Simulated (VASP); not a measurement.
# P2S: single point with PBE

The system is P2S.

```
CELL_PARAMETERS angstrom
3.45160 0.00000 0.00000
0.00000 3.45160 0.00000
0.00000 0.00000 8.60803
ATOMIC_POSITIONS crystal
P 0.00000 0.50000 0.29739
P 0.00000 0.50000 0.79739
P 0.50000 0.00000 0.70261
P 0.50000 0.00000 0.20261
S 0.00000 0.00000 0.00000
S 0.50000 0.50000 0.50000
```

The cell was built from a structure type or drawn by symmetry, and may not be a known phase.

```json
{
 "Program": "VASP 6.6.1",
 "Task": "single point",
 "Functional": "PBE",
 "Potentials or basis": "VASP PAW PBE potentials, release 64 (P, S)",
 "Cutoff": "520 eV",
 "k mesh": "4 × 4 × 4",
 "Occupations": "gaussian, width 0.1 eV",
 "Spin": "no spin polarisation"
}
```

```
Pressure               : -0.2 GPa
Band gap on the k mesh : zero (bands 16 and 17 overlap by 1.00 eV)
```

Stress tensor (GPa, compression positive):
```
-0.33  0.00  0.00
 0.00 -0.33  0.00
 0.00  0.00 -0.09
```

Levels at points of the mesh, in eV from the Fermi level:
| k point | band 12 | band 13 | band 14 | band 15 | band 16 | band 17 | band 18 | band 19 | band 20 | band 21 |
| --- | --- | --- | --- | --- | --- | --- | --- | --- | --- | --- |
| (0.00, 0.00, 0.00) | -3.10 | -3.10 | -2.70 | -0.87 | 0.17 | 0.17 | 0.67 | 0.86 | 1.16 | 2.65 |
| (0.50, 0.00, 0.00) | -3.27 | -0.61 | -0.61 | -0.51 | -0.51 | 0.85 | 0.85 | 1.56 | 1.56 | 2.05 |
| (0.50, 0.50, 0.00) | -5.69 | -3.39 | -3.39 | -2.15 | -2.15 | -0.66 | -0.66 | 1.77 | 1.77 | 3.70 |
| (0.00, 0.00, 0.50) | -3.22 | -1.78 | -1.78 | -0.85 | -0.85 | -0.23 | -0.23 | 1.08 | 1.08 | 4.46 |
| (0.50, 0.00, 0.50) | -2.91 | -1.72 | -1.72 | -0.68 | -0.68 | 0.98 | 0.98 | 1.11 | 1.11 | 2.26 |
| (0.50, 0.50, 0.50) | -4.95 | -4.95 | -4.95 | -2.63 | -2.63 | 1.59 | 1.59 | 1.59 | 1.59 | 3.73 |

Wall time 24 s on 1 thread of Intel(R) Xeon(R) 6975P-C (Granite Rapids) (shared host), peak memory 0.22 GiB.

Caveat: the k points lie up to 0.46 Å⁻¹ apart, too coarse for converged energies and pressures of a metal.
